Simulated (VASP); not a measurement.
# Hf (Fm-3m) in VASP: single point with LDA

Aim: the single point of Hf with LDA.

All numbers are computed with VASP 6.6.1; they aren't measurements. Logs are shortened: lines on timing, memory, paths and dates and some standing lists are left out, and cuts for length are marked.

**1. The cell of the first run**

It takes space group Fm-3m (No. 225, cubic). The conventional cell has a = 4.362 Å, b = 4.362 Å, c = 4.362 Å, α = 90.00°, β = 90.00°, γ = 90.00°. Hf (site symmetry m-3m) has 12 Hf at 3.08 Å within 4.1 Å.

**2. Single point, LDA**

INCAR reads:

```
PREC     = Accurate       # precision mode
ENCUT    = 520            # plane-wave cutoff, eV
EDIFF    = 1E-7           # SCF threshold, eV
ISMEAR   = -1             # smearing method
SIGMA    = 0.13605693000000002 # smearing width, eV
LREAL    = F              # projectors in reciprocal space
LASPH    = T              # aspherical terms in the spheres
NELM     = 60             # most SCF steps
ALGO     = Normal         # electronic algorithm
ISIF     = 2              # what is computed and relaxed
LWAVE    = F              # write WAVECAR
LCHARG   = F              # write CHGCAR
NBANDS   = 11             # bands
```

KPOINTS reads:

```
regular mesh
0
Gamma
  13 13 13
```

POSCAR reads:

```
Hf
1.0
    0.0000000000      2.1812455357      2.1812455357
    2.1812455357      0.0000000000      2.1812455357
    2.1812455357      2.1812455357      0.0000000000
Hf
1
Direct
    0.0000000000      0.0000000000      0.0000000000
```

Potentials or basis: VASP PAW LDA potentials, release 64 (Hf_pv).

Launch:

```console
$ cat potpaw_LDA.64/Hf_pv/POTCAR > POTCAR
$ mpirun -np 1 vasp_std > vasp.out
```

OUTCAR:

```text
PREC = Accurate
   ENCUT = 520
   EDIFF = 1E-7
   ISMEAR = -1
   LREAL = F
   LASPH = T
   NELM = 60
   ISIF = 2

 ion  position               nearest neighbor table
   1  0.000  0.000  0.000-

  LATTYP: Found a face centered cubic cell.
 ALAT       =     4.3624910714

  Lattice vectors:

 A1 = (   0.0000000000,   2.1812455357,   2.1812455357)
 A2 = (   2.1812455357,   0.0000000000,   2.1812455357)
 A3 = (   2.1812455357,   2.1812455357,   0.0000000000)

Analysis of symmetry for initial positions (statically):
=====================================================================
 Subroutine PRICEL returns:
 Original cell was already a primitive cell.

 Routine SETGRP: Setting up the symmetry group for a
 face centered cubic supercell.

 Subroutine GETGRP returns: Found 48 space group operations
 (whereof 48 operations were pure point group operations)
 out of a pool of 48 trial point group operations.

The static configuration has the point symmetry O_h .

Analysis of symmetry for dynamics (positions and initial velocities):
=====================================================================
 Subroutine PRICEL returns:
 Original cell was already a primitive cell.

 Routine SETGRP: Setting up the symmetry group for a
 face centered cubic supercell.

 Subroutine GETGRP returns: Found 48 space group operations
 (whereof 48 operations were pure point group operations)
 out of a pool of 48 trial point group operations.

The dynamic configuration has the point symmetry O_h .

 Subroutine INISYM returns: Found 48 space group operations
 (whereof 48 operations are pure point group operations),
 and found     1 'primitive' translations

----------------------------------------------------------------------------------------

                                     Primitive cell

  volume of cell :      20.7560

  direct lattice vectors                    reciprocal lattice vectors
     0.000000000  2.181245536  2.181245536    -0.229226830  0.229226830  0.229226830
     2.181245536  0.000000000  2.181245536     0.229226830 -0.229226830  0.229226830
     2.181245536  2.181245536  0.000000000     0.229226830  0.229226830 -0.229226830

  length of vectors
     3.084747019  3.084747019  3.084747019     0.397032516  0.397032516  0.397032516

  position of ions in fractional coordinates (direct lattice)
     0.000000000  0.000000000  0.000000000

  ion indices of the primitive-cell ions
   primitive index   ion index
                 1           1

----------------------------------------------------------------------------------------

 KPOINTS: regular mesh

Automatic generation of k-mesh.
 Grid dimensions read from file:
 generate k-points for:   13   13   13

 Generating k-lattice:

  Cartesian coordinates                     Fractional coordinates (reciprocal lattice)
    -0.017632833  0.017632833  0.017632833     0.076923077  0.000000000  0.000000000
     0.017632833 -0.017632833  0.017632833     0.000000000  0.076923077  0.000000000
     0.017632833  0.017632833 -0.017632833     0.000000000  0.000000000  0.076923077

  Length of vectors
     0.030540963  0.030540963  0.030540963

  Shift w.r.t. Gamma in fractional coordinates (k-lattice)
     0.000000000  0.000000000  0.000000000

 Subroutine IBZKPT returns following result:
 ===========================================

 Found     84 irreducible k-points:

 Following reciprocal coordinates:
            Coordinates               Weight
  0.000000  0.000000  0.000000      1.000000
  0.076923  0.000000  0.000000      8.000000
  0.153846  0.000000  0.000000      8.000000
  0.230769  0.000000  0.000000      8.000000
  0.307692  0.000000  0.000000      8.000000
  0.384615  0.000000  0.000000      8.000000
[... 16 lines left out ...]
  0.384615  0.153846  0.000000     24.000000
  0.461538  0.153846  0.000000     24.000000
 [... further k-points ...]
   k-points           NKPTS =     84   k-points in BZ     NKDIM =     84   number of bands    NBANDS=     11
   number of dos      NEDOS =    301   number of ions     NIONS =      1
   total plane-waves  NPLWV =  13824
   dimension x,y,z NGX =    24 NGY =   24 NGZ =   24
   dimension x,y,z NGXF=    48 NGYF=   48 NGZF=   48
   ions per type =               1
   NGX,Y,Z   is equivalent  to a cutoff of  12.93, 12.93, 12.93 a.u.
   NGXF,Y,Z  is equivalent  to a cutoff of  25.87, 25.87, 25.87 a.u.
 SYSTEM =  unknown system
   PREC   = accura    normal or accurate (medium, high low for compatibility)
   ISTART =      0    job   : 0-new  1-cont  2-samecut
   ICHARG =      2    charge: 1-file 2-atom 10-const
   ISPIN  =      1    spin polarized calculation?
   LNONCOLLINEAR =      F non collinear calculations
   LSORBIT =      F    spin-orbit coupling
   LASPH  =      T    aspherical Exc in radial PAW
   ENCUT  =  520.0 eV  38.22 Ry    6.18 a.u.   5.74  5.74  5.74*2*pi/ulx,y,z
   NELM   =     60;   NELMIN=  2; NELMDL= -5     # of ELM steps
   EDIFF  = 0.1E-06   stopping-criterion for ELM
   LREAL  =      F    real-space projection
   EDIFFG = 0.1E-05   stopping-criterion for IOM
   NSW    =      0    number of steps for IOM
   IBRION =     -1    ionic relax: 0-MD 1-quasi-New 2-CG
   NFREE  =      0    steps in history (QN), initial steepest desc. (CG)
   ISIF   =      2    stress and relaxation
   ISYM   =      2    0-nonsym 1-usesym 2-fastsym
   POTIM  = 0.5000    time-step for ionic-motion
   TEBEG  =    0.0;   TEEND  =   0.0 temperature during run
   PSTRESS=    0.0 pullay stress
   NELECT =      10.0000    total number of electrons
   NUPDOWN=      -1.0000    fix difference up-down
   EMIN   =  10.00;   EMAX   =-10.00  energy-range for DOS
   EFERMI =   0.00;   METHOD = LEGACY
   ISMEAR =    -1;   SIGMA  =   0.14  broadening in eV -4-tet -1-fermi 0-gaus
   EFERMI_NEDOS =   21; number of points for ismear=-14 and -15
   IALGO  =     38    algorithm
   IMIX   =      4    mixing-type and parameters
     AMIX     =   0.40;   BMIX     =  1.00
     AMIX_MAG =   1.60;   BMIX_MAG =  1.00
  volume/ion in A,a.u.               =      20.76       140.07
  Fermi-wavevector in a.u.,A,eV,Ry     =   1.283395  2.425265 22.410186  1.647102
  Thomas-Fermi vector in A             =   2.415650
   LORBIT       =      0    0 simple, 1 ext, 2 COOP (PROOUT), +10 PAW based schemes
   GGA     = CA    functional components
   LHFCALC =     F    Hartree Fock is set to
   AEXX    =    0.0000 exact exchange contribution
   IVDW    =     0    specifies the selected vdW correction
   LEPSILON=     F    determine dielectric tensor
   LRPA    =     F    only Hartree local field effects (RPA)
 non-spin polarized calculation
  energy-cutoff  :      520.00
  volume of cell :       20.76
 maximum number of plane-waves:       571
   NGX = 11   NGY = 11   NGZ = 11

 number of electron      10.0000001 magnetization

 Free energy of the ion-electron system (eV)
  ---------------------------------------------------
  ext. energy  EPLUGINS =         0.00000000
  ---------------------------------------------------
  free energy    TOTEN  =       -10.67264588 eV

  energy without entropy =      -10.58878507  energy(sigma->0) =      -10.63071547

 E-fermi :   5.1675     XC(G=0): -11.8166

 val. band max:        5.1454879744   @ k =  -0.3077   0.3077   0.0769
 cond. band min:       5.1675906736   @ k =   0.3846   0.0769   0.0000
 fundamental gap:      0.0221026992
 Fermi energy:         5.1675065276

 k-point     1 :       0.0000    0.0000    0.0000
  band No.  band energies     occupation
      1     -24.4289      2.00000
      2     -24.4289      2.00000
      3     -24.4289      2.00000
      4      -2.2358      2.00000
      5       6.5136      0.00010
      6       6.5136      0.00010
      7       6.5136      0.00010
      8       9.5434      0.00000
      9       9.5434      0.00000
     10      16.8285      0.00000
     11      17.5271      0.00000

 k-point     2 :       0.0769    0.0000    0.0000
  band No.  band energies     occupation
      1     -24.4949      2.00000
      2     -24.4370      2.00000
      3     -24.4370      2.00000
      4      -2.0085      2.00000
      5       6.2920      0.00051
      6       6.6213      0.00005
      7       6.6213      0.00005
      8       9.4235      0.00000
      9       9.4235      0.00000
     10      17.3253      0.00000
     11      17.5267      0.00000

 k-point     3 :       0.1538    0.0000    0.0000
  band No.  band energies     occupation
      1     -24.6743      2.00000
      2     -24.4595      2.00000
      3     -24.4595      2.00000
      4      -1.3699      2.00000
      5       5.7876      0.02075
      6       6.8533      0.00001
      7       6.8533      0.00001
      8       9.2342      0.00000
      9       9.2342      0.00000
     10      17.5246      0.00000
     11      18.1928      0.00000

 k-point     4 :       0.2308    0.0000    0.0000
  band No.  band energies     occupation
      1     -24.9189      2.00000
      2     -24.4910      2.00000
      3     -24.4910      2.00000
      4      -0.4600      2.00000
      5       5.3156      0.50394
      6       6.9260      0.00000
      7       6.9260      0.00000
      8       9.4023      0.00000
      9       9.4023      0.00000
     10      17.2377      0.00000
     11      17.5394      0.00000
[... 239 lines left out ...]
 k-point    22 :       0.3077    0.1538    0.0000
  band No.  band energies     occupation
      1     -25.0314      2.00000
      2     -24.5901      2.00000
      3     -24.5855      2.00000
      4       0.5232      2.00000
      5       4.5722      1.97515
      6       6.3508      0.00033
      7       7.6093      0.00000
      8       9.0101      0.00000
      9      10.7323      0.00000
     10      17.5185      0.00000
     11      18.4092      0.00000

 k-point    23 :       0.3846    0.1538    0.0000
  band No.  band energies     occupation
      1     -25.2242      2.00000
      2     -24.6369      2.00000
      3     -24.6158      2.00000
      4       1.3774      2.00000
      5       4.5501      1.97884
      6       5.8523      0.01295
      7       7.4021      0.00000
      8      10.2509      0.00000
      9      11.4937      0.00000
     10      17.0438      0.00000
     11      17.5542      0.00000

 k-point    24 :       0.4615    0.1538    0.0000
  band No.  band energies     occupation
      1     -25.3615      2.00000
      2     -24.6889      2.00000
      3     -24.6245      2.00000
      4       1.8945      2.00000
      5       4.7381      1.91830
      6       5.7993      0.01906
      7       7.1391      0.00000
      8      11.6034      0.00000
      9      12.0080      0.00000
     10      15.5351      0.00000
     11      17.5382      0.00000

 [... further k-points ...]

------------------------ aborting loop because EDIFF is reached ----------------------------------------

  FORCE on cell =-STRESS in cart. coord.  units (eV):
  Direction    XX          YY          ZZ          XY          YZ          ZX
  --------------------------------------------------------------------------------------
  -------------------------------------------------------------------------------------
  Total        0.0468143      0.0468143      0.0468143      0.0000000      0.0000000      0.0000000
  in kB        3.6136430      3.6136430      3.6136430      0.0000000      0.0000000      0.0000000
  external PRESSURE =       3.6136430 kB  Pullay stress =       0.0000000 kB

 VOLUME and BASIS-vectors are now :
 -----------------------------------------------------------------------------
  energy-cutoff  :      520.00
  volume of cell :       20.76
      direct lattice vectors                 reciprocal lattice vectors
     0.000000000  2.181245536  2.181245536    -0.229226830  0.229226830  0.229226830
     2.181245536  0.000000000  2.181245536     0.229226830 -0.229226830  0.229226830
     2.181245536  2.181245536  0.000000000     0.229226830  0.229226830 -0.229226830

 POSITION                                       TOTAL-FORCE (eV/Angst)
 -----------------------------------------------------------------------------------
      0.00000      0.00000      0.00000        -0.000000      0.000000     -0.000000
 -----------------------------------------------------------------------------------
    total drift:                               -0.000000      0.000000      0.000000

  FREE ENERGIE OF THE ION-ELECTRON SYSTEM (eV)
  ---------------------------------------------------
  free  energy   TOTEN  =       -10.6726458775 eV

  energy  without entropy=      -10.5887850704  energy(sigma->0) =      -10.63071547
```

Wall time 39 s (1 thread of AMD EPYC 7R13, shared host); peak memory 0.11 GiB.

What came out:

```yaml
Free_energy: -10.6726 eV
Pressure: 0.4 GPa
Band_gap_on_the_k_mesh: zero (band 5 reaches 6.51 eV, above the bottom of band 6 at 4.57 eV)
```

Caveat: spin-orbit coupling is left out, which moves the levels of the heavy elements.
